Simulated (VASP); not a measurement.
# MgCd2S3 (P6/mmm) in VASP: single point with PBE

Aim: the single point of MgCd2S3 with PBE.

All numbers are computed with VASP 6.6.1; they aren't measurements. Logs are shortened: lines on timing, memory, paths and dates and some standing lists are left out, and cuts for length are marked.

### 1 The cell of the first run

It takes space group P6/mmm (No. 191, hexagonal). The conventional cell has a = 6.521 Å, b = 6.521 Å, c = 3.598 Å, α = 90.00°, β = 90.00°, γ = 120.00°. Mg (site symmetry 6/mmm) has 2 Mg at 3.60 Å and 12 S at 3.72 Å and 6 Cd at 3.76 Å within 4.7 Å. Within 3.4 Å of Cd (site symmetry -6m2) lie 6 S at 2.60 Å. Within 3.4 Å of S (site symmetry mmm) lie 4 Cd at 2.60 Å and 4 S at 3.26 Å.

The cell was generated, and may not be a known phase.

### 2 Single point, PBE

The input, INCAR:

```
ALGO     = Normal         # electronic algorithm
EDIFF    = 1E-6           # SCF threshold, eV
ENCUT    = 840            # plane-wave cutoff, eV
GGA      = PE             # functional
GGA_COMPAT= False        
ISIF     = 2              # what is computed and relaxed
ISMEAR   = 0              # smearing method
LASPH    = True           # aspherical terms in the spheres
LCHARG   = False          # write CHGCAR
LREAL    = False          # projectors in reciprocal space
LWAVE    = False          # write WAVECAR
NBANDS   = 43             # bands
NELM     = 120            # most SCF steps
PREC     = Accurate       # precision mode
SIGMA    = 0.1            # smearing width, eV
```

The input, KPOINTS:

```
k-points
0
Gamma
  3 3 6
```

The input, POSCAR:

```
MgCd2S3
1.0
    6.5205280100      0.0000000000      0.0000000000
   -3.2602640100      5.6469429000      0.0000000000
    0.0000000000      0.0000000000      3.5983963000
Mg Cd S
1 2 3
Direct
    0.0000000000      0.0000000000      0.0000000000
    0.3333333300      0.6666666700      0.0000000000
    0.6666666700      0.3333333300      0.0000000000
    0.5000000000      0.0000000000      0.5000000000
    0.5000000000      0.5000000000      0.5000000000
    0.0000000000      0.5000000000      0.5000000000
```

Potentials or basis: VASP PAW PBE potentials, release 64 (Mg_sv, Cd_sv_GW, S).

Started as:

```bash
cat potpaw_PBE.64/Mg_sv/POTCAR potpaw_PBE.64/Cd_sv_GW/POTCAR potpaw_PBE.64/S/POTCAR > POTCAR
mpirun -np 1 vasp_std > vasp.out
```

OUTCAR:

```text
EDIFF = 1E-6
   ENCUT = 840
   GGA = PE
   ISIF = 2
   ISMEAR = 0
   LASPH = True
   LREAL = False
   NELM = 120
   PREC = Accurate

 ion  position               nearest neighbor table
   1  0.000  0.000  0.000-
   2  0.333  0.667  0.000-   6 2.60   6 2.60   4 2.60   4 2.60   5 2.60   5 2.60
   3  0.667  0.333  0.000-   6 2.60   6 2.60   4 2.60   4 2.60   5 2.60   5 2.60
   4  0.500  0.000  0.500-   2 2.60   3 2.60   2 2.60   3 2.60
   5  0.500  0.500  0.500-   2 2.60   3 2.60   2 2.60   3 2.60
   6  0.000  0.500  0.500-   2 2.60   3 2.60   2 2.60   3 2.60

  LATTYP: Found a hexagonal cell.
 ALAT       =     6.5205280100
 C/A-ratio  =     0.5518565819

  Lattice vectors:

 A1 = (   6.5205280100,   0.0000000000,   0.0000000000)
 A2 = (  -3.2602640100,   5.6469429000,   0.0000000000)
 A3 = (   0.0000000000,   0.0000000000,   3.5983963000)

Analysis of symmetry for initial positions (statically):
=====================================================================
 Subroutine PRICEL returns:
 Original cell was already a primitive cell.

 Routine SETGRP: Setting up the symmetry group for a
 hexagonal supercell.

 Subroutine GETGRP returns: Found 24 space group operations
 (whereof 24 operations were pure point group operations)
 out of a pool of 24 trial point group operations.

The static configuration has the point symmetry D_6h.

Analysis of symmetry for dynamics (positions and initial velocities):
=====================================================================
 Subroutine PRICEL returns:
 Original cell was already a primitive cell.

 Routine SETGRP: Setting up the symmetry group for a
 hexagonal supercell.

 Subroutine GETGRP returns: Found 24 space group operations
 (whereof 24 operations were pure point group operations)
 out of a pool of 24 trial point group operations.

The dynamic configuration has the point symmetry D_6h.

 Subroutine INISYM returns: Found 24 space group operations
 (whereof 24 operations are pure point group operations),
 and found     1 'primitive' translations

----------------------------------------------------------------------------------------

                                     Primitive cell

  volume of cell :     132.4967

  direct lattice vectors                    reciprocal lattice vectors
     6.520528010  0.000000000  0.000000000     0.153361813  0.088543484  0.000000000
    -3.260264010  5.646942900  0.000000000     0.000000000  0.177086969  0.000000000
     0.000000000  0.000000000  3.598396300     0.000000000  0.000000000  0.277901575

  length of vectors
     6.520528010  6.520528010  3.598396300     0.177086969  0.177086969  0.277901575

  position of ions in fractional coordinates (direct lattice)
     0.000000000  0.000000000  0.000000000
     0.333333330  0.666666670  0.000000000
     0.666666670  0.333333330  0.000000000
     0.500000000  0.000000000  0.500000000
     0.500000000  0.500000000  0.500000000
     0.000000000  0.500000000  0.500000000

  ion indices of the primitive-cell ions
   primitive index   ion index
                 1           1
                 2           2
                 3           3
                 4           4
                 5           5
                 6           6

----------------------------------------------------------------------------------------

 KPOINTS: k-points

Automatic generation of k-mesh.
 Grid dimensions read from file:
 generate k-points for:    3    3    6

 Generating k-lattice:

  Cartesian coordinates                     Fractional coordinates (reciprocal lattice)
     0.051120604  0.029514495  0.000000000     0.333333333 -0.000000000  0.000000000
     0.000000000  0.059028990  0.000000000     0.000000000  0.333333333  0.000000000
     0.000000000  0.000000000  0.046316929     0.000000000  0.000000000  0.166666667

  Length of vectors
     0.059028990  0.059028990  0.046316929

  Shift w.r.t. Gamma in fractional coordinates (k-lattice)
     0.000000000  0.000000000  0.000000000

 Subroutine IBZKPT returns following result:
 ===========================================

 Found     12 irreducible k-points:

 Following reciprocal coordinates:
            Coordinates               Weight
  0.000000  0.000000  0.000000      1.000000
  0.333333 -0.000000  0.000000      6.000000
  0.333333  0.333333  0.000000      2.000000
  0.000000  0.000000  0.166667      2.000000
  0.333333 -0.000000  0.166667     12.000000
  0.333333  0.333333  0.166667      4.000000
  0.000000  0.000000  0.333333      2.000000
  0.333333 -0.000000  0.333333     12.000000
  0.333333  0.333333  0.333333      4.000000
  0.000000  0.000000  0.500000      1.000000
  0.333333 -0.000000  0.500000      6.000000
  0.333333  0.333333  0.500000      2.000000
   k-points           NKPTS =     12   k-points in BZ     NKDIM =     12   number of bands    NBANDS=     43
   number of dos      NEDOS =    301   number of ions     NIONS =      6
   total plane-waves  NPLWV = 147456
   dimension x,y,z NGX =    64 NGY =   64 NGZ =   36
   dimension x,y,z NGXF=   128 NGYF=  128 NGZF=   72
   ions per type =               1   2   3
   NGX,Y,Z   is equivalent  to a cutoff of  16.32, 16.32, 16.63 a.u.
   NGXF,Y,Z  is equivalent  to a cutoff of  32.63, 32.63, 33.26 a.u.
 SYSTEM =  unknown system
   PREC   = accura    normal or accurate (medium, high low for compatibility)
   ISTART =      0    job   : 0-new  1-cont  2-samecut
   ICHARG =      2    charge: 1-file 2-atom 10-const
   ISPIN  =      1    spin polarized calculation?
   LNONCOLLINEAR =      F non collinear calculations
   LSORBIT =      F    spin-orbit coupling
   LASPH  =      T    aspherical Exc in radial PAW
   ENCUT  =  840.0 eV  61.74 Ry    7.86 a.u.  15.41 15.41  8.50*2*pi/ulx,y,z
   NELM   =    120;   NELMIN=  2; NELMDL= -5     # of ELM steps
   EDIFF  = 0.1E-05   stopping-criterion for ELM
   LREAL  =      F    real-space projection
   EDIFFG = 0.1E-04   stopping-criterion for IOM
   NSW    =      0    number of steps for IOM
   IBRION =     -1    ionic relax: 0-MD 1-quasi-New 2-CG
   NFREE  =      0    steps in history (QN), initial steepest desc. (CG)
   ISIF   =      2    stress and relaxation
   ISYM   =      2    0-nonsym 1-usesym 2-fastsym
   POTIM  = 0.5000    time-step for ionic-motion
   TEBEG  =    0.0;   TEEND  =   0.0 temperature during run
   PSTRESS=    0.0 pullay stress
   NELECT =      68.0000    total number of electrons
   NUPDOWN=      -1.0000    fix difference up-down
   EMIN   =  10.00;   EMAX   =-10.00  energy-range for DOS
   EFERMI =   0.00;   METHOD = LEGACY
   ISMEAR =     0;   SIGMA  =   0.10  broadening in eV -4-tet -1-fermi 0-gaus
   EFERMI_NEDOS =   21; number of points for ismear=-14 and -15
   IALGO  =     38    algorithm
   IMIX   =      4    mixing-type and parameters
     AMIX     =   0.40;   BMIX     =  1.00
     AMIX_MAG =   1.60;   BMIX_MAG =  1.00
  volume/ion in A,a.u.               =      22.08       149.02
  Fermi-wavevector in a.u.,A,eV,Ry     =   1.310718  2.476899 23.374576  1.717983
  Thomas-Fermi vector in A             =   2.441229
   LORBIT       =      0    0 simple, 1 ext, 2 COOP (PROOUT), +10 PAW based schemes
   GGA     = PE    functional components
   LHFCALC =     F    Hartree Fock is set to
   AEXX    =    0.0000 exact exchange contribution
   IVDW    =     0    specifies the selected vdW correction
   LEPSILON=     F    determine dielectric tensor
   LRPA    =     F    only Hartree local field effects (RPA)
 non-spin polarized calculation
 Gauss-broadening in eV      SIGMA  =   0.10
  energy-cutoff  :      840.00
  volume of cell :      132.50
 maximum number of plane-waves:      7379
 NGX is ok and might be reduce to    64
   NGX = 31   NGY = 31   NGZ = 17

 number of electron      67.9999989 magnetization

 Free energy of the ion-electron system (eV)
  ---------------------------------------------------
  ext. energy  EPLUGINS =         0.00000000
  ---------------------------------------------------
  free energy    TOTEN  =       -14.84981948 eV

  energy without entropy =      -14.83453681  energy(sigma->0) =      -14.84217815

 E-fermi :   4.3048     XC(G=0):  -9.7110

 val. band max:        4.2213206921   @ k =   0.0000   0.0000   0.3333
 cond. band min:       4.3059025008   @ k =   0.3333  -0.0000   0.5000
 fundamental gap:      0.0845818087
 Fermi energy:         4.3048313779

 k-point     1 :       0.0000    0.0000    0.0000
  band No.  band energies     occupation
      1     -98.0200      2.00000
      2     -98.0200      2.00000
      3     -73.0556      2.00000
      4     -59.0946      2.00000
      5     -59.0946      2.00000
      6     -59.0936      2.00000
[... 35 lines left out ...]
     42      10.9502      0.00000
     43      11.1577      0.00000

 k-point     2 :       0.3333   -0.0000    0.0000
  band No.  band energies     occupation
      1     -98.0200      2.00000
      2     -98.0200      2.00000
      3     -73.0556      2.00000
      4     -59.0947      2.00000
      5     -59.0944      2.00000
      6     -59.0938      2.00000
[... 35 lines left out ...]
     42      11.3414      0.00000
     43      11.5029      0.00000

 k-point     3 :       0.3333    0.3333    0.0000
  band No.  band energies     occupation
      1     -98.0200      2.00000
      2     -98.0200      2.00000
      3     -73.0557      2.00000
      4     -59.0947      2.00000
      5     -59.0941      2.00000
      6     -59.0941      2.00000
[... 35 lines left out ...]
     42      12.0779      0.00000
     43      12.1459      0.00000

 k-point     4 :       0.0000    0.0000    0.1667
  band No.  band energies     occupation
      1     -98.0200      2.00000
      2     -98.0200      2.00000
      3     -73.0557      2.00000
      4     -59.0946      2.00000
      5     -59.0946      2.00000
      6     -59.0936      2.00000
[... 35 lines left out ...]
     42      10.1547      0.00000
     43      11.4844      0.00000

 k-point     5 :       0.3333   -0.0000    0.1667
  band No.  band energies     occupation
      1     -98.0200      2.00000
      2     -98.0200      2.00000
      3     -73.0556      2.00000
      4     -59.0946      2.00000
      5     -59.0944      2.00000
      6     -59.0938      2.00000
[... 35 lines left out ...]
     42      10.8344      0.00000
     43      11.5613      0.00000

 k-point     6 :       0.3333    0.3333    0.1667
  band No.  band energies     occupation
      1     -98.0200      2.00000
      2     -98.0200      2.00000
      3     -73.0556      2.00000
      4     -59.0946      2.00000
      5     -59.0941      2.00000
      6     -59.0941      2.00000
[... 35 lines left out ...]
     42      10.3934      0.00000
     43      11.6568      0.00000

 k-point     7 :       0.0000    0.0000    0.3333
  band No.  band energies     occupation
      1     -98.0200      2.00000
      2     -98.0199      2.00000
      3     -73.0556      2.00000
      4     -59.0945      2.00000
      5     -59.0945      2.00000
      6     -59.0935      2.00000
[... 35 lines left out ...]
     42      11.2307      0.00000
     43      11.8670      0.00000

 k-point     8 :       0.3333   -0.0000    0.3333
  band No.  band energies     occupation
      1     -98.0200      2.00000
      2     -98.0200      2.00000
      3     -73.0555      2.00000
      4     -59.0945      2.00000
      5     -59.0943      2.00000
      6     -59.0937      2.00000
[... 35 lines left out ...]
     42      10.5259      0.00000
     43      11.3625      0.00000

 k-point     9 :       0.3333    0.3333    0.3333
  band No.  band energies     occupation
      1     -98.0200      2.00000
      2     -98.0200      2.00000
      3     -73.0555      2.00000
      4     -59.0945      2.00000
      5     -59.0940      2.00000
      6     -59.0940      2.00000
[... 35 lines left out ...]
     42      10.6592      0.00000
     43      10.9106      0.00000

 k-point    10 :       0.0000    0.0000    0.5000
  band No.  band energies     occupation
      1     -98.0200      2.00000
      2     -98.0199      2.00000
      3     -73.0555      2.00000
      4     -59.0944      2.00000
      5     -59.0944      2.00000
      6     -59.0934      2.00000
[... 35 lines left out ...]
     42      12.2131      0.00000
     43      12.3438      0.00000

 k-point    11 :       0.3333   -0.0000    0.5000
  band No.  band energies     occupation
      1     -98.0199      2.00000
      2     -98.0199      2.00000
      3     -73.0555      2.00000
      4     -59.0944      2.00000
      5     -59.0942      2.00000
      6     -59.0936      2.00000
[... 35 lines left out ...]
     42      10.5698      0.00000
     43      11.3036      0.00000

 k-point    12 :       0.3333    0.3333    0.5000
  band No.  band energies     occupation
      1     -98.0199      2.00000
      2     -98.0199      2.00000
      3     -73.0555      2.00000
      4     -59.0945      2.00000
      5     -59.0939      2.00000
      6     -59.0939      2.00000
[... 35 lines left out ...]
     42      10.6930      0.00000
     43      10.6930      0.00000

------------------------ aborting loop because EDIFF is reached ----------------------------------------

  FORCE on cell =-STRESS in cart. coord.  units (eV):
  Direction    XX          YY          ZZ          XY          YZ          ZX
  --------------------------------------------------------------------------------------
  -------------------------------------------------------------------------------------
  Total        5.2691299      5.2691299      2.9298355     -0.0000000      0.0000000      0.0000000
  in kB       63.7153886     63.7153885     35.4281655     -0.0000001      0.0000000      0.0000000
  external PRESSURE =      54.2863142 kB  Pullay stress =       0.0000000 kB

 VOLUME and BASIS-vectors are now :
 -----------------------------------------------------------------------------
  energy-cutoff  :      840.00
  volume of cell :      132.50
      direct lattice vectors                 reciprocal lattice vectors
     6.520528010  0.000000000  0.000000000     0.153361813  0.088543484  0.000000000
    -3.260264010  5.646942900  0.000000000     0.000000000  0.177086969  0.000000000
     0.000000000  0.000000000  3.598396300     0.000000000  0.000000000  0.277901575

 POSITION                                       TOTAL-FORCE (eV/Angst)
 -----------------------------------------------------------------------------------
      0.00000      0.00000      0.00000        -0.000000      0.000000     -0.000000
     -0.00000      3.76463      0.00000        -0.000000      0.000000     -0.000000
      3.26026      1.88231      0.00000         0.000000     -0.000000      0.000000
      3.26026      0.00000      1.79920        -0.000000      0.000000     -0.000000
      1.63013      2.82347      1.79920        -0.000000      0.000000     -0.000000
     -1.63013      2.82347      1.79920        -0.000000      0.000000     -0.000000
 -----------------------------------------------------------------------------------
    total drift:                               -0.000000      0.000000      0.000000

  FREE ENERGIE OF THE ION-ELECTRON SYSTEM (eV)
  ---------------------------------------------------
  free  energy   TOTEN  =       -14.8498194840 eV

  energy  without entropy=      -14.8345368102  energy(sigma->0) =      -14.84217815
```

It took 3.2 min on 1 thread of Intel Xeon 6975P-C (Granite Rapids), shared host; peak memory 0.44 GiB.

Results:

* Free energy: -14.8498 eV
* Pressure: 5.4 GPa
* Band gap on the k mesh: zero (bands 34 and 35 overlap by 0.68 eV)

Stress tensor (GPa, compression positive):
```
6.37 0.00 0.00
0.00 6.37 0.00
0.00 0.00 3.54
```

Levels at points of the mesh, in eV from the Fermi level:
| k point | band 32 | band 33 | band 34 | band 35 | band 36 | band 37 |
| --- | --- | --- | --- | --- | --- | --- |
| (0.00, 0.00, 0.00) | -0.35 | -0.35 | -0.17 | -0.17 | 1.24 | 4.22 |
| (0.00, 0.00, 0.50) | -0.79 | 0.03 | 0.48 | 0.48 | 1.08 | 1.10 |

Caveat: the k points lie up to 0.37 Å⁻¹ apart, too coarse for converged energies and pressures of a metal; semilocal functionals underestimate gaps, and a narrow one can read as zero.

The gap in the log of VASP goes by the Fermi energy; the results here count the filled bands.